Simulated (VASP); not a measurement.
Write the native input for VASP 6.6.1 that does the following.

```yaml
Task: single point
Functional: PBE
Potentials_or_basis: VASP PAW PBE potentials, release 64 (Fe, Co)
Cutoff: 520 eV
k_mesh: 6 × 6 × 1
Occupations: gaussian, width 0.1 eV
Spin: collinear spin, ferrimagnetic start
Starting_moments: "[4.0, -4.0, 3.0, -3.0, 3.0, -3.0, -3.0, 3.0, 3.0, 3.0] μB"
Dipole_correction: no
Further_INCAR_settings: ALGO = Normal; EDIFF = 1e-06; NBANDS = 59
```

The structure of FeCo4 lies in POSCAR:

```
FeCo4
1.0
    2.4839193618      0.0000000000      0.0000000000
   -1.2419596809      2.1511372682      0.0000000000
    0.0000000000      0.0000000000     20.3943865245
Fe Co
2 8
Direct
    0.3333333333      0.6666666667      0.7499664143
    0.6666666667      0.3333333333      0.2490890073
    0.3333333333      0.6666666667      0.9537254855
    0.3333333333      0.6666666667      0.1529835491
    0.3333333333      0.6666666667      0.3491045053
    0.3333333333      0.6666666667      0.5470722889
    0.6666666667      0.3333333333      0.8539129383
    0.6666666667      0.3333333333      0.0519642342
    0.6666666667      0.3333333333      0.4465954429
    0.6666666667      0.3333333333      0.6455861341
```

The input as run:

INCAR

```
SYSTEM = FeCo4
PREC = Accurate
ENCUT = 520
EDIFF = 1E-6
ISMEAR = 0
SIGMA = 0.1
LREAL = .FALSE.
LASPH = .TRUE.
NELM = 150
ALGO = Normal
ISIF = 2
LWAVE = .FALSE.
LCHARG = .TRUE.
ISPIN = 2
MAGMOM = 4 -4 3 -3 3 -3 -3 3 3 3
LORBIT = 11
LMAXMIX = 4
GGA = PE
LELF = .TRUE.
LVHAR = .TRUE.
NBANDS = 59
```

KPOINTS

```
Automatic mesh
0
G
  6 6 1
  0 0 0
```

Potentials or basis: VASP PAW PBE potentials, release 64 (Fe, Co).

The run is started by

```console
$ cat potpaw_PBE.64/Fe/POTCAR potpaw_PBE.64/Co/POTCAR > POTCAR
$ mpirun -np 1 vasp_std > vasp.out
```

It gave:

* Pressure: -2.2 GPa
* Largest force: 0.423 eV/Å
* Net moment: 7.67 μB per cell
* Site moments: Fe +2.17, -1.83; Co +1.54, -0.93, +1.14, +1.63, -0.74, +1.58, +1.64 μB
* Valence electrons inside the program's atomic spheres: Fe 7.23, 7.35; Co 8.28, 8.33, 8.31, 8.27, 8.26

Caveat: the k points lie up to 0.49 Å⁻¹ apart.

Run time: 27 min on 1 thread of AMD EPYC 7R13 Processor (Zen 3), on a shared host, peak memory 0.26 GiB.
